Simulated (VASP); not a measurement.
Crystal: NaH.

```
Na H
1.0
    -0.08710    2.41015    2.41015
     2.41015   -0.08710    2.41015
     2.41015    2.41015   -0.08710
Na H
1 1
Direct
  0.00000 0.00000 0.00000
  0.50000 0.50000 0.50000
```

This cell differs from its parent crystal: epitaxial 111 strain +4.2%.

Base run:

* Program: VASP 6.6.1
* Functional: r2SCAN
* Potentials or basis: VASP PAW PBE potentials, release 64 (Na_pv, H)
* Cutoff: 520 eV
* k mesh: 10 × 10 × 10
* Occupations: gaussian, width 0.01 eV
* Spin: no spin polarisation

Its results: band gap on the k mesh 4.20 eV (least direct gap 5.07 eV); pressure -1.8 GPa.

Task: The run is repeated on the same cell with these changes: functional from r2SCAN to PBE; occupations from gaussian, width 0.01 eV to fermi-dirac, width 0.02 eV. What comes out?

Result: Band gap on the k mesh 3.59 eV (least direct gap 4.48 eV); pressure -1.0 GPa.

Caveats: the structure was generated, so it needn't be the stable form of NaH; the PAW data sets were made with another functional, which shifts forces and pressure a little (at least some runs).

A k mesh can miss the band edges.
